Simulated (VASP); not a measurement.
SiO2: single point with PBE

SiO2:

```
CELL_PARAMETERS angstrom
4.14060 0.00000 0.00000
0.00000 4.14060 0.00000
0.00000 0.00000 3.01250
ATOMIC_POSITIONS crystal
Si 0.50000 0.50000 0.50000
Si 0.00000 0.00000 0.00000
O 0.69301 0.69301 0.00000
O 0.19301 0.80699 0.50000
O 0.30699 0.30699 0.00000
O 0.80699 0.19301 0.50000
```

* Program: VASP 6.6.1
* Task: single point
* Functional: PBE
* Potentials or basis: VASP PAW PBE potentials, release 64 (Si, O)
* Cutoff: 520 eV
* k mesh: 6 × 6 × 8
* Occupations: gaussian, width 0.05 eV
* Spin: no spin polarisation
* Dipole correction: no
* Further INCAR settings: ALGO = Normal; EDIFF = 1e-06; NBANDS = 25

```json
{
 "Pressure": "-19.5 GPa",
 "Largest force": "0.744 eV/Å",
 "Band gap on the k mesh": "3.37 eV"
}
```

Forces in eV/Å, atoms in the order of the input:
```
Si   0.000  0.000  0.000
Si   0.000  0.000  0.000
O    0.526  0.526  0.000
O    0.526 -0.526  0.000
O   -0.526 -0.526  0.000
O   -0.526  0.526  0.000
```

Stress tensor (GPa, compression positive):
```
 -4.35   0.00   0.00
  0.00  -4.35   0.00
  0.00   0.00 -49.75
```

Levels at points of the mesh, in eV from the valence-band top:
```
           k point  band 13  band 14  band 15  band 16  band 17  band 18  band 19  band 20
(0.00, 0.00, 0.00)    -2.60    -0.61    -0.61     0.00     3.37     4.75     6.23     6.23
(0.50, 0.00, 0.00)    -2.61    -2.61    -0.80    -0.80     5.67     5.67     7.01     7.01
(0.50, 0.50, 0.00)    -2.68    -2.68    -1.44    -1.44     5.33     5.33     8.09     8.09
(0.00, 0.00, 0.50)    -2.78    -2.78    -2.09    -2.09     7.89     7.89    11.37    11.37
(0.50, 0.00, 0.50)    -1.65    -1.65    -1.29    -1.29     7.90     7.90     9.84     9.84
(0.50, 0.50, 0.50)    -1.15    -1.15    -1.09    -1.09     6.29     6.29    10.80    10.80
```

It took 68 s on 1 thread of Intel Xeon 8259CL (shared host), peak memory 0.18 GiB.

Caveat: the cell stands under tension.
